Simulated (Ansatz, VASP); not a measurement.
# One calculation of Si2W3, two programs

File INCAR:

```
PREC = Accurate ; ENCUT = 520
EDIFF = 1E-6 ; ISMEAR = 0
SIGMA = 0.1 ; LREAL = False
LASPH = True ; NELM = 100
ALGO = Fast ; ISIF = 2
LWAVE = False ; LCHARG = False
GGA = PE ; NBANDS = 61
```

Contents of KPOINTS:

```
Automatic mesh
0
Gamma
  4 4 6
```

Contents of POSCAR:

```
Si2W3
1.0
    6.6158471100      0.0000000000      0.0000000000
    0.0000000000      6.6158471100      0.0000000000
    0.0000000000      0.0000000000      3.3435049100
Si W
4 6
Direct
    0.6339980100      0.1339980100      0.0000000000
    0.3660019900      0.8660019900      0.0000000000
    0.1339980100      0.3660019900      0.0000000000
    0.8660019900      0.6339980100      0.0000000000
    0.0000000000      0.0000000000      0.0000000000
    0.5000000000      0.5000000000      0.0000000000
    0.1598410200      0.6598410200      0.5000000000
    0.8401589800      0.3401589800      0.5000000000
    0.6598410200      0.8401589800      0.5000000000
    0.3401589800      0.1598410200      0.5000000000
```

Input for Ansatz:

```yaml
crystal:
  lattice:
    - [6.61584711, 0.0, 0.0]
    - [0.0, 6.61584711, 0.0]
    - [0.0, 0.0, 3.34350491]
  atoms:
    - { symbol: Si, position: [0.63399801, 0.13399801, 0.0] }
    - { symbol: Si, position: [0.36600199, 0.86600199, 0.0] }
    - { symbol: Si, position: [0.13399801, 0.36600199, 0.0] }
    - { symbol: Si, position: [0.86600199, 0.63399801, 0.0] }
    - { symbol: W, position: [0.0, 0.0, 0.0] }
    - { symbol: W, position: [0.5, 0.5, 0.0] }
    - { symbol: W, position: [0.15984102, 0.65984102, 0.5] }
    - { symbol: W, position: [0.84015898, 0.34015898, 0.5] }
    - { symbol: W, position: [0.65984102, 0.84015898, 0.5] }
    - { symbol: W, position: [0.34015898, 0.15984102, 0.5] }
basis:
  ecutwfc: 420
kpoints:
  mp_grid: { grid: [4, 4, 6] }
hamiltonian:
  xc: pbe
scf:
  occupations: { method: gaussian, width: 0.1 }
  lower_state_search: "off"
output:
  forces: true
  stress: true
  eigenvalues: true
```

Alike in both runs: task single point; functional PBE; k mesh 4 × 4 × 6; occupations gaussian, width 0.1 eV; no spin polarisation.

|  | VASP | Ansatz |
| --- | --- | --- |
| version | VASP 6.6.1 | Ansatz 0.2.0 |
| potentials or method | VASP PAW PBE potentials, release 64 (Si, W_sv), cutoff 520 eV | scalar-relativistic, plane waves, PAW |
| valence electrons in the cell | 100 | 100 |

Ansatz gave:

| Item | Value |
| --- | --- |
| gap on the k mesh at the Fermi level (eV) | none |
| pressure (GPa) | -1.1 |
| traceless stress, the component that is largest in VASP (GPa) | -0.43 |
| rms of the force components (eV/Å) | 0.008 |

Problem. Which values does VASP return?

Solution. gap on the k mesh at the Fermi level (eV): none; pressure (GPa): -0.9; traceless stress, the component that is largest in VASP (GPa): -0.40; rms of the force components (eV/Å): 0.005.

Atom by atom the forces differ by 0.004 eV/Å (rms over components). A gap of «none» marks a metal or a gap that the smearing closes. The functional is the same, so the differences come from potentials, cutoffs and numerics.

Spin-orbit coupling is off throughout.
